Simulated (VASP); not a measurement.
# MoS2 (P6_3/mmc) in VASP: notebook, part 3 of 3

VASP 6.6.1.

### 5 Relaxation of shape and atoms at fixed volume, PBEsol, collinear spin (18.35 Å³/atom)

This run uses another cell than the first one, of 18.35 Å³/atom.

File INCAR:

```
SYSTEM = MoS2
PREC     = Accurate       ! precision mode
ENCUT    = 500            ! plane-wave cutoff, eV
EDIFF    = 1E-7           ! SCF threshold, eV
ISMEAR   = 0              ! smearing method
SIGMA    = 0.05           ! smearing width, eV
LREAL    = .FALSE.        ! projectors in reciprocal space
LASPH    = .TRUE.         ! aspherical terms in the spheres
NELM     = 200            ! most SCF steps
ALGO     = Normal         ! electronic algorithm
ISIF     = 4              ! what is computed and relaxed
LWAVE    = .FALSE.        ! write WAVECAR
LCHARG   = .FALSE.        ! write CHGCAR
ISPIN    = 2              ! spin polarisation
MAGMOM   = 0.05 0.05 0 0 0 0 ! initial moments
LORBIT   = 11             ! projections on sites
LMAXMIX  = 4              ! l up to which the mixer works
GGA      = PS             ! functional
IBRION   = 2              ! ionic algorithm
NSW      = 60             ! ionic steps
EDIFFG   = -0.01          ! ionic threshold
GGA_COMPAT= .FALSE.      
NELMIN   = 4
```

File KPOINTS:

```
Automatic mesh
0
G
  8 8 2
  0 0 0
```

File POSCAR:

```
MoS2
1.0
    3.1627264699      0.0000000000      0.0000000000
   -1.5813632350      2.7390014682      0.0000000000
    0.0000000000      0.0000000000     12.7091931888
Mo S
2 4
Direct
    0.3333333333      0.6666666667      0.2500000000
    0.6666666667      0.3333333333      0.7500000000
    0.3333333333      0.6666666667      0.6265210559
    0.6666666667      0.3333333333      0.1265210559
    0.3333333333      0.6666666667      0.8734789441
    0.6666666667      0.3333333333      0.3734789441
```

On the command line:

```sh
> cat potpaw_PBE.64/Mo_sv/POTCAR potpaw_PBE.64/S/POTCAR > POTCAR
> mpirun -np 1 vasp_std > vasp.out
```

It took 6.6 min on 1 thread of Oxide Virtual Turin-like, shared host; peak memory 0.28 GiB.

Results (log left out):

| Item | Value |
| --- | --- |
| Free energy | -46.9021 eV |
| Energy gained by relaxing | 2.9 meV/atom |
| Ionic steps | 5 |
| Pressure after relaxing | -0.3 GPa |
| Largest force after relaxing | 0.008 eV/Å |
| Band gap on the k mesh | 1.21 eV (least direct gap 2.04 eV) |
| Net moment | 0.00 μB per cell |
| Valence electrons inside the program's atomic spheres | Mo 12.52; S 3.68 |

Forces on the atoms (eV/Å):
```
Mo   0.000  0.000  0.000
Mo   0.000  0.000  0.000
S    0.000  0.000 -0.008
S    0.000  0.000 -0.008
S    0.000  0.000  0.008
S    0.000  0.000  0.008
```

Step by step:
```tsv
step	energy change (eV)	largest force (eV/Å)	pressure (GPa)	volume (Å³)
1	0.0000	0.3229	-2.96	110.10
2	-0.0098	0.0079	-1.46	110.10
3	-0.0099	0.0209	-1.53	110.10
4	-0.0151	0.0089	-1.00	110.10
5	-0.0174	0.0076	-0.29	110.10
```

Final structure:
```yaml
crystal:
  lattice:
    - [3.14395, 0.00000, 0.00000]
    - [-1.57198, 2.72274, 0.00000]
    - [0.00000, 0.00000, 12.86143]
  atoms:
    - { symbol: Mo, position: [0.33333, 0.66667, 0.25000] }
    - { symbol: Mo, position: [0.66667, 0.33333, 0.75000] }
    - { symbol: S, position: [0.33333, 0.66667, 0.62883] }
    - { symbol: S, position: [0.66667, 0.33333, 0.12883] }
    - { symbol: S, position: [0.33333, 0.66667, 0.87117] }
    - { symbol: S, position: [0.66667, 0.33333, 0.37117] }
```

Levels at points of the mesh, in eV from the valence-band top:
Spin up:
| k point | band 24 | band 25 | band 26 | band 27 | band 28 | band 29 |
| --- | --- | --- | --- | --- | --- | --- |
| (0.00, 0.00, 0.00) | -1.40 | -1.01 | 0.00 | 2.37 | 2.37 | 2.38 |
| (0.50, 0.00, 0.00) | -1.35 | -1.21 | -1.16 | 1.88 | 1.90 | 2.28 |
| (0.00, 0.00, 0.50) | -1.97 | -0.29 | -0.29 | 2.37 | 2.37 | 2.37 |
| (0.50, 0.00, 0.50) | -1.40 | -1.18 | -1.18 | 1.89 | 1.89 | 2.40 |
Spin down:
```csv
k point,band 22,band 23,band 24,band 25,band 26,band 27,band 28,band 29,band 30,band 31
"(0.00, 0.00, 0.00)",-1.96,-1.96,-1.40,-1.01,0.00,2.37,2.37,2.38,2.38,2.60
"(0.50, 0.00, 0.00)",-2.38,-1.46,-1.35,-1.21,-1.16,1.88,1.90,2.28,2.50,3.12
"(0.00, 0.00, 0.50)",-1.97,-1.97,-1.97,-0.29,-0.29,2.37,2.37,2.37,2.37,2.65
"(0.50, 0.00, 0.50)",-2.47,-1.40,-1.40,-1.18,-1.18,1.89,1.89,2.40,2.40,3.42
```

Caveat: the PAW data sets were made with another functional, which shifts forces and pressure a little; this functional lacks dispersion, which binds layers or chains, so the pressure and a relaxed spacing across them are unreliable.

### 6 The runs side by side

| task | cell | gap on the mesh (eV) | pressure (GPa) | moment (μB) | largest force (eV/Å) |
| --- | --- | --- | --- | --- | --- |
| single point | a = 3.139, b = 3.139, c = 12.519 Å, angles 90.0, 90.0, 120.0°, 6 atoms, atomic positions A | 1.07 | 0.2 | 0.00 | 0.01 |
| single point | a = 3.142, b = 3.142, c = 12.626 Å, angles 90.0, 90.0, 120.0°, 6 atoms, atomic positions B | 1.12 | -0.1 | 0.00 | - |
| single point | a = 3.147, b = 3.147, c = 12.763 Å, angles 90.0, 90.0, 120.0°, 6 atoms, atomic positions C | 1.17 | -0.5 | 0.00 | 0.01 |
| relaxation of shape and atoms at fixed volume | relaxed from a = 3.163, b = 3.163, c = 12.709 Å, angles 90.0, 90.0, 120.0°, 6 atoms, atomic positions B | 1.21 | -0.3 | 0.00 | 0.01 |

Alike in all rows: level PBEsol; potentials or basis VASP PAW PBE potentials, release 64 (Mo_sv, S); spin collinear; k mesh 8 × 8 × 2; cutoff (eV) 500; smearing gaussian 0.05 eV.

Caveats: the PAW data sets were made with another functional, which shifts forces and pressure a little; this functional lacks dispersion, which binds layers or chains, so the pressure and a relaxed spacing across them are unreliable.

Absolute energies hang on the potentials; compare differences alone.

### 7 Comparison with measurements

Step 2. Against the measured gap of MoS2, 1.3 eV (indirect; 300 K; “Multiwavelength excitation Raman Scattering Analysis of bulk and 2 dimensional MoS2: Vibrational properties of atomically thin MoS2 layers”, 2015, arxiv:1506.03228), the calculated 1.07 eV is off by -0.23 eV. Spin-orbit coupling on Mo is left out. The value is that of PBEsol on a finite k mesh, which can miss the band edges, without temperature or zero-point motion. Semilocal functionals fall short of measured gaps as a rule.

Step 3. Measured gap of MoS2: 1.3 eV (indirect; 300 K; “Multiwavelength excitation Raman Scattering Analysis of bulk and 2 dimensional MoS2: Vibrational properties of atomically thin MoS2 layers”, 2015, arxiv:1506.03228). This calculation gives 1.12 eV (-0.18 eV). Spin-orbit coupling on Mo is left out. The value is that of PBEsol on a finite k mesh, which can miss the band edges, without temperature or zero-point motion. Semilocal functionals fall short of measured gaps as a rule.

Step 4. Against the measured gap of MoS2, 1.3 eV (indirect; 300 K; “Multiwavelength excitation Raman Scattering Analysis of bulk and 2 dimensional MoS2: Vibrational properties of atomically thin MoS2 layers”, 2015, arxiv:1506.03228), the calculated 1.17 eV is off by -0.13 eV. Spin-orbit coupling on Mo is left out. The value is that of PBEsol on a finite k mesh, which can miss the band edges, without temperature or zero-point motion. Semilocal functionals fall short of measured gaps as a rule.
